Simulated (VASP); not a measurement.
# SrSi3 (P6_3/mmc) in VASP: relaxation of cell and atoms with PBE

Aim: the relaxation of cell and atoms of SrSi3 with PBE.

All numbers are computed with VASP 6.6.1; they aren't measurements. Logs are shortened: lines on timing, memory, paths and dates and some standing lists are left out, and cuts for length are marked.

**1. The cell of the first run**

The structure is hexagonal, space group P6_3/mmc (No. 194). Conventional cell: a = 6.663 Å, b = 6.663 Å, c = 4.433 Å, α = 90.00°, β = 90.00°, γ = 120.00°. Within 4.5 Å of Sr (site symmetry -6m2) lie 12 Si at 3.25 to 3.36 Å and 8 Sr at 4.43 to 4.44 Å. Within 3.4 Å of Si (site symmetry mm2) lie 6 Si at 2.53 to 2.66 Å and 4 Sr at 3.25 to 3.36 Å.

**2. Relaxation of cell and atoms, PBE**

INCAR

```
SYSTEM = SrSi3
PREC = Accurate ; ENCUT = 600
EDIFF = 1E-6 ; ISMEAR = 0
SIGMA = 0.1 ; LREAL = .False.
LASPH = .True. ; NELM = 100
ALGO = Normal ; ISIF = 3
LWAVE = .False. ; LCHARG = .False.
GGA = PE ; IBRION = 2
NSW = 100 ; EDIFFG = -0.01
```

KPOINTS

```
Automatic mesh
0
Gamma
  6 6 8
  0 0 0
```

POSCAR

```
SrSi3
1.0
    6.6625875969      0.0000000000      0.0000000000
   -3.3312937984      5.7699701138      0.0000000000
    0.0000000000      0.0000000000      4.4326818338
Sr Si
2 6
Direct
    0.3333333333      0.6666666667      0.2500000000
    0.6666666667      0.3333333333      0.7500000000
    0.8731953230      0.7463906460      0.2500000000
    0.1268046770      0.8731953230      0.7500000000
    0.2536093540      0.1268046770      0.2500000000
    0.1268046770      0.2536093540      0.7500000000
    0.8731953230      0.1268046770      0.2500000000
    0.7463906460      0.8731953230      0.7500000000
```

Potentials or basis: VASP PAW PBE potentials, release 64 (Sr_sv, Si).

Run with:

```
$ cat potpaw_PBE.64/Sr_sv/POTCAR potpaw_PBE.64/Si/POTCAR > POTCAR
$ mpirun -np 1 vasp_std > vasp.out
```

OUTCAR:

```text
SYSTEM = SrSi3
   PREC = Accurate
   ENCUT = 600
   EDIFF = 1E-6
   ISMEAR = 0
   LREAL = .False.
   LASPH = .True.
   NELM = 100
   ISIF = 3
   GGA = PE
   IBRION = 2
   NSW = 100
   EDIFFG = -0.01

 ion  position               nearest neighbor table
   1  0.333  0.667  0.250-   4 3.25   4 3.25   6 3.25   6 3.25   8 3.25   8 3.25   5 3.36   3 3.36
                             7 3.36   7 3.36   5 3.36   3 3.36   2 4.44   2 4.44   2 4.44   2 4.44
   2  0.667  0.333  0.750-   7 3.25   7 3.25   3 3.25   3 3.25   5 3.25   5 3.25   8 3.36   6 3.36
                             4 3.36   4 3.36   8 3.36   6 3.36   1 4.44   1 4.44   1 4.44   1 4.44
   3  0.873  0.746  0.250-   7 2.53   5 2.53   8 2.66   8 2.66   4 2.66   4 2.66   2 3.25   2 3.25
                             1 3.36   1 3.36
   4  0.127  0.873  0.750-   6 2.53   8 2.53   5 2.66   5 2.66   3 2.66   3 2.66   1 3.25   1 3.25
                             2 3.36   2 3.36
   5  0.254  0.127  0.250-   3 2.53   7 2.53   4 2.66   4 2.66   6 2.66   6 2.66   2 3.25   2 3.25
                             1 3.36   1 3.36
   6  0.127  0.254  0.750-   4 2.53   8 2.53   5 2.66   5 2.66   7 2.66   7 2.66   1 3.25   1 3.25
                             2 3.36   2 3.36
   7  0.873  0.127  0.250-   3 2.53   5 2.53   8 2.66   8 2.66   6 2.66   6 2.66   2 3.25   2 3.25
                             1 3.36   1 3.36
   8  0.746  0.873  0.750-   6 2.53   4 2.53   7 2.66   7 2.66   3 2.66   3 2.66   1 3.25   1 3.25
                             2 3.36   2 3.36

  LATTYP: Found a hexagonal cell.
 ALAT       =     6.6625875969
 C/A-ratio  =     0.6653093516

  Lattice vectors:

 A1 = (   6.6625875969,   0.0000000000,   0.0000000000)
 A2 = (  -3.3312937984,   5.7699701138,   0.0000000000)
 A3 = (   0.0000000000,   0.0000000000,   4.4326818338)

Analysis of symmetry for initial positions (statically):
=====================================================================
 Subroutine PRICEL returns:
 Original cell was already a primitive cell.

 Routine SETGRP: Setting up the symmetry group for a
 hexagonal supercell.

 Subroutine GETGRP returns: Found 24 space group operations
 (whereof 12 operations were pure point group operations)
 out of a pool of 24 trial point group operations.

The static configuration has the point symmetry D_3d.
 The point group associated with its full space group is D_6h.

Analysis of symmetry for dynamics (positions and initial velocities):
=====================================================================
 Subroutine PRICEL returns:
 Original cell was already a primitive cell.

[... 125 lines left out ...]
   NFREE  =      1    steps in history (QN), initial steepest desc. (CG)
   ISIF   =      3    stress and relaxation
   ISYM   =      2    0-nonsym 1-usesym 2-fastsym
   POTIM  = 0.5000    time-step for ionic-motion
   TEBEG  =    0.0;   TEEND  =   0.0 temperature during run
   PSTRESS=    0.0 pullay stress
   NELECT =      44.0000    total number of electrons
   NUPDOWN=      -1.0000    fix difference up-down
   EMIN   =  10.00;   EMAX   =-10.00  energy-range for DOS
   EFERMI =   0.00;   METHOD = LEGACY
   ISMEAR =     0;   SIGMA  =   0.10  broadening in eV -4-tet -1-fermi 0-gaus
   EFERMI_NEDOS =   21; number of points for ismear=-14 and -15
   IALGO  =     38    algorithm
   IMIX   =      4    mixing-type and parameters
     AMIX     =   0.40;   BMIX     =  1.00
     AMIX_MAG =   1.60;   BMIX_MAG =  1.00
  volume/ion in A,a.u.               =      21.30       143.74
  Fermi-wavevector in a.u.,A,eV,Ry     =   1.042473  1.969988 14.786123  1.086749
  Thomas-Fermi vector in A             =   2.177139
   LORBIT       =      0    0 simple, 1 ext, 2 COOP (PROOUT), +10 PAW based schemes
   GGA     = PE    functional components
   LHFCALC =     F    Hartree Fock is set to
   AEXX    =    0.0000 exact exchange contribution
   IVDW    =     0    specifies the selected vdW correction
   LEPSILON=     F    determine dielectric tensor
   LRPA    =     F    only Hartree local field effects (RPA)
 conjugate gradient relaxation of ions
 non-spin polarized calculation
 Gauss-broadening in eV      SIGMA  =   0.10
  energy-cutoff  :      600.00
  volume of cell :      170.41
 maximum number of plane-waves:      5718
 NGX is ok and might be reduce to    54
   NGX = 27   NGY = 27   NGZ = 17

--------------------------------------- Ionic step        1  -------------------------------------------

 number of electron      44.0000000 magnetization

 Free energy of the ion-electron system (eV)
  ---------------------------------------------------
  ext. energy  EPLUGINS =         0.00000000
  ---------------------------------------------------
  free energy    TOTEN  =       -36.89862001 eV

  energy without entropy =      -36.87963370  energy(sigma->0) =      -36.88912685

------------------------ aborting loop because EDIFF is reached ----------------------------------------

  FORCE on cell =-STRESS in cart. coord.  units (eV):
  Direction    XX          YY          ZZ          XY          YZ          ZX
  --------------------------------------------------------------------------------------
  -------------------------------------------------------------------------------------
  Total       -1.3854602     -1.3854602      4.2306408     -0.0000000      0.0000000     -0.0000000
  in kB      -13.0263152    -13.0263152     39.7771512     -0.0000000      0.0000000     -0.0000000
  external PRESSURE =       4.5748403 kB  Pullay stress =       0.0000000 kB
[... 323 lines left out ...]
--------------------------------------- Ionic step        9  -------------------------------------------

 number of electron      43.9999999 magnetization

 Free energy of the ion-electron system (eV)
  ---------------------------------------------------
  ext. energy  EPLUGINS =         0.00000000
  ---------------------------------------------------
  free energy    TOTEN  =       -37.12631187 eV

  energy without entropy =      -37.11382355  energy(sigma->0) =      -37.12006771

 E-fermi :   5.9842     XC(G=0):  -9.7303

 val. band max:        5.9657870113   @ k =   0.3333  -0.0000   0.2500
 cond. band min:       5.9957067917   @ k =   0.1667   0.1667   0.2500
 fundamental gap:      0.0299197803
 Fermi energy:         5.9841823197

 k-point     1 :       0.0000    0.0000    0.0000
  band No.  band energies     occupation
      1     -29.5060      2.00000
      2     -29.4957      2.00000
      3     -11.6413      2.00000
      4     -11.6413      2.00000
      5     -11.5658      2.00000
      6     -11.5655      2.00000
[... 709 lines left out ...]
     26       8.2211      0.00000
     27       8.4464      0.00000

 [... further k-points ...]
[... 5 lines left out ...]
  --------------------------------------------------------------------------------------
  -------------------------------------------------------------------------------------
  Total       -0.0124981     -0.0124981      0.0695140     -0.0000000      0.0000000      0.0000000
  in kB       -0.1164687     -0.1164687      0.6477967     -0.0000000      0.0000000      0.0000000
  external PRESSURE =       0.1382864 kB  Pullay stress =       0.0000000 kB
[... 23 lines left out ...]
  FREE ENERGIE OF THE ION-ELECTRON SYSTEM (eV)
  ---------------------------------------------------
  free  energy   TOTEN  =       -37.1263118705 eV

  energy  without entropy=      -37.1138235470  energy(sigma->0) =      -37.12006771

 reached required accuracy - stopping structural energy minimisation
```

CONTCAR:

```text
SrSi3
   1.00000000000000
     6.5303675673961168   -0.0000000000011364   -0.0000000000000000
    -3.2651837836500346    5.6554642093643057    0.0000000000000000
    -0.0000000000000000    0.0000000000000000    4.6552001406360750
  Sr              Si
     2     6
Direct
     0.3333333332999970    0.6666666667000030    0.2500000000000000
     0.6666666667000030    0.3333333332999970    0.7500000000000000
     0.8738688902041005    0.7477377804082080    0.2500000000000000
     0.1261311097958995    0.8738688902041005    0.7500000000000000
     0.2522622195917920    0.1261311097958995    0.2500000000000000
     0.1261311097958995    0.2522622195917919    0.7500000000000000
     0.8738688902041005    0.1261311097958995    0.2500000000000000
     0.7477377804082080    0.8738688902041005    0.7500000000000000

  0.00000000E+00  0.00000000E+00  0.00000000E+00
  0.00000000E+00  0.00000000E+00  0.00000000E+00
  0.00000000E+00  0.00000000E+00  0.00000000E+00
  0.00000000E+00  0.00000000E+00  0.00000000E+00
  0.00000000E+00  0.00000000E+00  0.00000000E+00
  0.00000000E+00  0.00000000E+00  0.00000000E+00
  0.00000000E+00  0.00000000E+00  0.00000000E+00
  0.00000000E+00  0.00000000E+00  0.00000000E+00
```

Run time: 25 min. Hardware: 1 thread of Oxide Virtual Turin-like, shared host; peak memory 0.4 GiB.

What came out:

```yaml
Free_energy: -37.1263 eV
Relaxed_volume: 21.49 Å³/atom
Relaxed_cell: a = 6.530 Å, b = 6.530 Å, c = 4.655 Å, α = 90.00°, β = 90.00°, γ = 120.00°
Space_group_after_relaxing_to_0.1_Å: P6_3/mmc (No. 194)
Energy_gained_by_relaxing: 28.5 meV/atom
Ionic_steps: 9
Pressure_after_relaxing: 0.0 GPa
Band_gap_on_the_k_mesh: zero (bands 22 and 23 overlap by 2.42 eV)
```

Stress tensor (GPa, compression positive):
```
-0.01  0.00  0.00
 0.00 -0.01  0.00
 0.00  0.00  0.06
```

Step by step:
| step | energy change (eV) | largest force (eV/Å) | pressure (GPa) | volume (Å³) |
| --- | --- | --- | --- | --- |
| 1 | 0.0000 | 0.1268 | 0.46 | 170.41 |
| 2 | -0.1496 | 0.2460 | 0.10 | 171.84 |
| 3 | -0.1957 | 0.2193 | -0.37 | 174.00 |
| 4 | -0.2263 | 0.0238 | -0.28 | 173.21 |
| 5 | -0.2263 | 0.0118 | -0.27 | 173.16 |
| 6 | -0.2272 | 0.0499 | 0.10 | 172.06 |
| 7 | -0.2272 | 0.0438 | 0.05 | 172.23 |
| 8 | -0.2277 | 0.0117 | 0.02 | 172.01 |
| 9 | -0.2277 | 0.0007 | 0.01 | 171.93 |

Final structure:
```
CELL_PARAMETERS angstrom
6.53037 0.00000 0.00000
-3.26518 5.65546 0.00000
0.00000 0.00000 4.65520
ATOMIC_POSITIONS crystal
Sr 0.33333 0.66667 0.25000
Sr 0.66667 0.33333 0.75000
Si 0.87387 0.74774 0.25000
Si 0.12613 0.87387 0.75000
Si 0.25226 0.12613 0.25000
Si 0.12613 0.25226 0.75000
Si 0.87387 0.12613 0.25000
Si 0.74774 0.87387 0.75000
```
